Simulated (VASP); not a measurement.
# C (P1) in VASP: single point with LDA

Aim: the single point of C with LDA.

Everything below comes from runs of VASP 6.6.1. Logs are shortened: lines on timing, memory, paths and dates and some standing lists are left out, and cuts for length are marked.

## Step 1: The cell of the first run

The typed cell holds 8 atoms: a = 3.567 Å, b = 3.567 Å, c = 3.567 Å, α = 90.00°, β = 90.00°, γ = 90.00°.

## Step 2: Single point, LDA, non-collinear spin, zero start, spin-orbit coupling

INCAR reads:

```
ALGO = Normal
EDIFF = 1E-6
ENCUT = 520
GGA = CA
GGA_COMPAT = False
ISIF = 2
ISMEAR = 0
LASPH = True
LCHARG = True
LORBIT = 11
LORBMOM = True
LREAL = False
LSORBIT = True
LVHAR = True
LWAVE = False
MAGMOM = 0 0 0 0 0 0 0 0 0 0 0 0 0 0 0 0 0 0 0 0 0 0 0 0
NBANDS = 50
NELM = 150
PREC = Accurate
SIGMA = 0.05
```

KPOINTS reads:

```
k-points
0
Gamma
  6 6 6
```

POSCAR reads:

```
C
1.0
    3.5668000000      0.0000000000      0.0000000000
    0.0000000000     -3.5668000000      0.0000000000
    0.0000000000      0.0000000000     -3.5668000000
C
8
Direct
    0.4882439598      0.0113200432     -0.0249652113
    0.0437738729      0.4413509917      0.0189206780
   -0.0296786615     -0.0300837388      0.4875053127
    0.4978339444      0.5081714775      0.4939535331
    0.7570056560      0.7407555442      0.7605058927
    0.2454566590      0.2611995238      0.7327976465
    0.2615305366      0.8053442298      0.2909140423
    0.7358340328      0.2619419285      0.2403681060
```

Potentials or basis: VASP PAW LDA potentials, release 64 (C).

Run with:

```
$ cat potpaw_LDA.64/C/POTCAR > POTCAR
$ mpirun -np 1 vasp_ncl > vasp.out
```

OUTCAR:

```text
EDIFF = 1E-6
   ENCUT = 520
   GGA = CA
   ISIF = 2
   ISMEAR = 0
   LASPH = True
   LORBIT = 11
   LREAL = False
   LSORBIT = True
   NELM = 150
   PREC = Accurate

 ion  position               nearest neighbor table
   1  0.488  0.011  0.975-   6 1.51   5 1.56   7 1.57   8 1.57
   2  0.044  0.441  0.019-   6 1.40   8 1.50   5 1.74   7 1.80
   3  0.970  0.970  0.488-   7 1.38   5 1.48   8 1.60   6 1.68
   4  0.498  0.508  0.494-   8 1.52   6 1.52   7 1.54   5 1.56
   5  0.757  0.741  0.761-   3 1.48   1 1.56   4 1.56   2 1.74
   6  0.245  0.261  0.733-   2 1.40   1 1.51   4 1.52   3 1.68
   7  0.262  0.805  0.291-   3 1.38   4 1.54   1 1.57   2 1.80
   8  0.736  0.262  0.240-   2 1.50   4 1.52   1 1.57   3 1.60

  LATTYP: Found a simple cubic cell.
 ALAT       =     3.5668000000

  Lattice vectors:

 A1 = (   3.5668000000,   0.0000000000,   0.0000000000)
 A2 = (   0.0000000000,  -3.5668000000,   0.0000000000)
 A3 = (   0.0000000000,   0.0000000000,  -3.5668000000)

Analysis of symmetry for initial positions (statically):
=====================================================================
 Subroutine PRICEL returns:
 Original cell was already a primitive cell.

 Routine SETGRP: Setting up the symmetry group for a
 simple cubic supercell.

 Subroutine GETGRP returns: Found  1 space group operations
 (whereof  1 operations were pure point group operations)
 out of a pool of 48 trial point group operations.

The static configuration has the point symmetry C_1 .

Analysis of symmetry for dynamics (positions and initial velocities):
=====================================================================
 Subroutine PRICEL returns:
 Original cell was already a primitive cell.

 Routine SETGRP: Setting up the symmetry group for a
 simple cubic supercell.

 Subroutine GETGRP returns: Found  1 space group operations
 (whereof  1 operations were pure point group operations)
 out of a pool of 48 trial point group operations.

The dynamic configuration has the point symmetry C_1 .

Analysis of structural, dynamic, and magnetic symmetry:
=====================================================================
 Subroutine PRICEL returns:
 Original cell was already a primitive cell.

 Routine SETGRP: Setting up the symmetry group for a
 simple cubic supercell.

 Subroutine GETGRP returns: Found  1 space group operations
 (whereof  1 operations were pure point group operations)
 out of a pool of 48 trial point group operations.

The overall configuration has the point symmetry C_1 .

 Subroutine INISYM returns: Found  1 space group operations
 (whereof  1 operations are pure point group operations),
 and found     1 'primitive' translations

----------------------------------------------------------------------------------------

                                     Primitive cell

  volume of cell :      45.3771

  direct lattice vectors                    reciprocal lattice vectors
     3.566800000  0.000000000  0.000000000     0.280363351  0.000000000  0.000000000
     0.000000000 -3.566800000  0.000000000     0.000000000 -0.280363351  0.000000000
     0.000000000  0.000000000 -3.566800000     0.000000000  0.000000000 -0.280363351

  length of vectors
     3.566800000  3.566800000  3.566800000     0.280363351  0.280363351  0.280363351

  position of ions in fractional coordinates (direct lattice)
     0.488243960  0.011320043  0.975034789
     0.043773873  0.441350992  0.018920678
     0.970321338  0.969916261  0.487505313
     0.497833944  0.508171477  0.493953533
     0.757005656  0.740755544  0.760505893
     0.245456659  0.261199524  0.732797647
     0.261530537  0.805344230  0.290914042
     0.735834033  0.261941929  0.240368106

  ion indices of the primitive-cell ions
   primitive index   ion index
                 1           1
                 2           2
                 3           3
                 4           4
                 5           5
                 6           6
                 7           7
                 8           8

----------------------------------------------------------------------------------------

 KPOINTS: k-points

Automatic generation of k-mesh.
 Grid dimensions read from file:
 generate k-points for:    6    6    6

 Generating k-lattice:

  Cartesian coordinates                     Fractional coordinates (reciprocal lattice)
     0.046727225  0.000000000  0.000000000     0.166666667  0.000000000  0.000000000
     0.000000000 -0.046727225  0.000000000     0.000000000  0.166666667  0.000000000
     0.000000000  0.000000000 -0.046727225     0.000000000  0.000000000  0.166666667

  Length of vectors
[... 94 lines left out ...]

 number of electron      32.0000001 magnetization       0.0000000     -0.0000000     -0.0000000

 number of electron      32.0000001 magnetization      -0.0000000      0.0000000      0.0000000

 Free energy of the ion-electron system (eV)
  ---------------------------------------------------
  ext. energy  EPLUGINS =         0.00000000
  ---------------------------------------------------
  free energy    TOTEN  =       -77.46087764 eV

  energy without entropy =      -77.46087764  energy(sigma->0) =      -77.46087764

 E-fermi :  11.3601     XC(G=0): -13.5172

 val. band max:       11.1046084736   @ k =   0.0000   0.0000   0.0000
 cond. band min:      12.1353682005   @ k =   0.0000   0.0000   0.0000
 fundamental gap:      1.0307597269
 Fermi energy:        11.3601223478

 k-point     1 :       0.0000    0.0000    0.0000
  band No.  band energies     occupation
      1     -11.7043      1.00000
      2     -11.7043      1.00000
      3      -4.1069      1.00000
      4      -4.1069      1.00000
      5      -3.3828      1.00000
      6      -3.3828      1.00000
[... 1117 lines left out ...]
     43      16.5601      0.00000
     44      16.5615      0.00000

 [... further k-points ...]

 [bands above 44 left out]

------------------------ aborting loop because EDIFF is reached ----------------------------------------

  FORCE on cell =-STRESS in cart. coord.  units (eV):
  Direction    XX          YY          ZZ          XY          YZ          ZX
  --------------------------------------------------------------------------------------
  -------------------------------------------------------------------------------------
  Total        0.8023506     -0.9698030     -0.1231073      0.2651208      1.5279789      1.2496241
  in kB       28.3294737    -34.2418994     -4.3466857      9.3609117     53.9500283     44.1218473
  external PRESSURE =      -3.4197038 kB  Pullay stress =       0.0000000 kB

 VOLUME and BASIS-vectors are now :
 -----------------------------------------------------------------------------
  energy-cutoff  :      520.00
  volume of cell :       45.38
      direct lattice vectors                 reciprocal lattice vectors
     3.566800000  0.000000000  0.000000000     0.280363351  0.000000000  0.000000000
     0.000000000 -3.566800000  0.000000000     0.000000000 -0.280363351  0.000000000
     0.000000000  0.000000000 -3.566800000     0.000000000  0.000000000 -0.280363351

 POSITION                                       TOTAL-FORCE (eV/Angst)
 -----------------------------------------------------------------------------------
      1.74147     -0.04038     -3.47775         1.797013      0.640132     -2.801926
      0.15613     -1.57421     -0.06749        -5.560587     -8.351461      0.327628
      3.46094     -3.45950     -1.73883         0.086911     -5.352930     -2.803424
      1.77567     -1.81255     -1.76183         0.629189     -1.430327     -1.395185
      2.70009     -2.64213     -2.71257        -0.737337      1.232905      0.094634
      0.87549     -0.93165     -2.61374         0.985991      3.112174     -0.019234
      0.93283     -2.87250     -1.03763         1.164310      7.412262      6.352898
      2.62457     -0.93429     -0.85734         1.634509      2.737246      0.244609
 -----------------------------------------------------------------------------------
    total drift:                                0.000132      0.000054     -0.000121

  FREE ENERGIE OF THE ION-ELECTRON SYSTEM (eV)
  ---------------------------------------------------
  free  energy   TOTEN  =       -77.4608776409 eV

  energy  without entropy=      -77.4608776409  energy(sigma->0) =      -77.46087764

 orbital moment (x)

 # of ion     p       tot
 --------------------------------
  1        -0.000  -0.000
  2         0.000   0.000
  3        -0.000  -0.000
  4        -0.000  -0.000
  5         0.000   0.000
  6         0.000   0.000
  7         0.000   0.000
  8        -0.000  -0.000
 --------------------------------
           -0.000  -0.000

 orbital moment (y)

 # of ion     p       tot
 --------------------------------
  1        -0.000  -0.000
  2         0.000   0.000
  3         0.000   0.000
  4        -0.000  -0.000
  5        -0.000  -0.000
  6        -0.000  -0.000
  7         0.000   0.000
  8        -0.000  -0.000
 --------------------------------
           -0.000  -0.000

 orbital moment (z)

 # of ion     p       tot
 --------------------------------
  1         0.000   0.000
  2        -0.000  -0.000
  3        -0.000  -0.000
  4         0.000   0.000
  5        -0.000  -0.000
  6         0.000   0.000
  7         0.000   0.000
  8        -0.000  -0.000
 --------------------------------
           -0.000  -0.000

 Spin-Orbit-Coupling matrix elements

 Ion:    1  E_soc:     -0.0000138
 l=   1
     0.0000000    -0.0000023    -0.0000023
    -0.0000023     0.0000000    -0.0000023
    -0.0000023    -0.0000023     0.0000000
 l=   2
     0.0000000     0.0000000     0.0000000     0.0000000     0.0000000
     0.0000000     0.0000000     0.0000000     0.0000000     0.0000000
     0.0000000     0.0000000     0.0000000     0.0000000     0.0000000
     0.0000000     0.0000000     0.0000000     0.0000000     0.0000000
     0.0000000     0.0000000     0.0000000     0.0000000     0.0000000
 l=   3
     0.0000000     0.0000000     0.0000000     0.0000000     0.0000000     0.0000000     0.0000000
     0.0000000     0.0000000     0.0000000     0.0000000     0.0000000     0.0000000     0.0000000
     0.0000000     0.0000000     0.0000000     0.0000000     0.0000000     0.0000000     0.0000000
     0.0000000     0.0000000     0.0000000     0.0000000     0.0000000     0.0000000     0.0000000
[... 129 lines left out ...]
 l=   2
     0.0000000     0.0000000     0.0000000     0.0000000     0.0000000
     0.0000000     0.0000000     0.0000000     0.0000000     0.0000000
     0.0000000     0.0000000     0.0000000     0.0000000     0.0000000
     0.0000000     0.0000000     0.0000000     0.0000000     0.0000000
     0.0000000     0.0000000     0.0000000     0.0000000     0.0000000
 l=   3
     0.0000000     0.0000000     0.0000000     0.0000000     0.0000000     0.0000000     0.0000000
     0.0000000     0.0000000     0.0000000     0.0000000     0.0000000     0.0000000     0.0000000
     0.0000000     0.0000000     0.0000000     0.0000000     0.0000000     0.0000000     0.0000000
     0.0000000     0.0000000     0.0000000     0.0000000     0.0000000     0.0000000     0.0000000
     0.0000000     0.0000000     0.0000000     0.0000000     0.0000000     0.0000000     0.0000000
     0.0000000     0.0000000     0.0000000     0.0000000     0.0000000     0.0000000     0.0000000
     0.0000000     0.0000000     0.0000000     0.0000000     0.0000000     0.0000000     0.0000000

 total charge

# of ion       s       p       d       tot
------------------------------------------
    1        0.821   1.727   0.000   2.548
    2        0.840   1.701   0.000   2.541
    3        0.840   1.790   0.000   2.630
    4        0.821   1.757   0.000   2.578
    5        0.820   1.704   0.000   2.523
    6        0.834   1.797   0.000   2.631
    7        0.841   1.741   0.000   2.582
    8        0.821   1.739   0.000   2.560
--------------------------------------------------
tot          6.637  13.955   0.000  20.593

 magnetization (x)

# of ion       s       p       d       tot
------------------------------------------
    1       -0.000  -0.000   0.000  -0.000
    2       -0.000  -0.000   0.000  -0.000
    3       -0.000   0.000   0.000   0.000
    4        0.000  -0.000   0.000  -0.000
    5       -0.000   0.000   0.000   0.000
    6       -0.000  -0.000   0.000  -0.000
    7       -0.000  -0.000   0.000  -0.000
    8        0.000  -0.000   0.000  -0.000
--------------------------------------------------
tot         -0.000  -0.000   0.000  -0.000

 magnetization (y)

# of ion       s       p       d       tot
------------------------------------------
    1        0.000  -0.000   0.000   0.000
    2       -0.000  -0.000   0.000  -0.000
    3       -0.000   0.000   0.000   0.000
    4        0.000  -0.000   0.000   0.000
    5       -0.000   0.000   0.000   0.000
    6       -0.000  -0.000   0.000  -0.000
    7        0.000  -0.000   0.000   0.000
    8        0.000   0.000   0.000   0.000
--------------------------------------------------
tot          0.000  -0.000   0.000  -0.000

 magnetization (z)

# of ion       s       p       d       tot
------------------------------------------
    1       -0.000  -0.000   0.000  -0.000
    2       -0.000  -0.000   0.000  -0.000
    3        0.000   0.000   0.000   0.000
    4       -0.000   0.000   0.000   0.000
    5        0.000  -0.000   0.000  -0.000
    6        0.000   0.000   0.000   0.000
    7       -0.000  -0.000   0.000  -0.000
    8       -0.000   0.000   0.000   0.000
--------------------------------------------------
tot         -0.000   0.000   0.000  -0.000
```

Run time: 12 min. Hardware: 1 thread of Oxide Virtual Turin-like, shared host; peak memory 0.61 GiB.

Results:

* Free energy: -77.4609 eV
* Pressure: -0.3 GPa
* Largest force: 10.039 eV/Å
* Net moment: 0.00 μB per cell
* Valence electrons inside the program's atomic spheres: C 2.55, 2.54, 2.63, 2.58, 2.52, 2.56 (each value once)

Forces on the atoms (eV/Å):
```
C    1.797  0.640 -2.802
C   -5.561 -8.351  0.328
C    0.087 -5.353 -2.803
C    0.629 -1.430 -1.395
C   -0.737  1.233  0.095
C    0.986  3.112 -0.019
C    1.164  7.412  6.353
C    1.635  2.737  0.245
```

Stress tensor (GPa, compression positive):
```
 2.83  0.94  4.41
 0.94 -3.42  5.40
 4.41  5.40 -0.43
```

Moments on the atoms (μB; x, y, z):
```
C   0.00 0.00 0.00
C   0.00 0.00 0.00
C   0.00 0.00 0.00
C   0.00 0.00 0.00
C   0.00 0.00 0.00
C   0.00 0.00 0.00
C   0.00 0.00 0.00
C   0.00 0.00 0.00
```

Caveat: the stress differs along the axes, from -3 to 3 GPa; forces of over 1 eV/Å act on the atoms, so gaps and moduli don't describe the material at rest.
